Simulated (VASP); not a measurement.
**BP: single point with r2SCAN+D4**

Crystal: BP.

```
P B
1.0
     0.00000    2.22268    2.22268
     2.22268    0.00000    2.22268
     2.22268    2.22268    0.00000
P B
1 1
Direct
  0.75000 0.75000 0.75000
  0.00000 0.00000 0.00000
```

```json
{"Program": "VASP 6.6.1", "Task": "single point", "Functional": "r2SCAN", "Dispersion": "D4", "Potentials or basis": "VASP PAW PBE potentials, release 64 (P, B)", "Cutoff": "520 eV", "k mesh": "10 × 10 × 10", "Occupations": "fermi-dirac, width 0.05 eV", "Spin": "no spin polarisation"}
```

- Pressure: 9.0 GPa
- Band gap on the k mesh: 1.36 eV, indirect (least direct gap 3.74 eV)
- Dispersion energy per atom: -0.142 eV

Levels at points of the mesh, in eV from the valence-band top:
```
           k point  band 1  band 2  band 3  band 4  band 5  band 6  band 7  band 8  band 9
(0.00, 0.00, 0.00)  -16.84    0.00    0.00    0.00    3.74    3.74    3.74    9.02   12.83
(0.50, 0.00, 0.00)  -13.10   -9.97   -1.94   -1.94    4.54    5.07    5.07   11.16   15.91
(0.50, 0.50, 0.00)  -11.34   -9.46   -4.58   -4.58    1.41    1.86   13.68   13.68   17.22
```

Run time: 88 s on 1 thread of AMD EPYC 7R13, with other jobs on the host, peak memory 0.11 GiB.

Caveat: the PAW data sets were made with another functional, which shifts forces and pressure a little. A k mesh can miss the band edges.
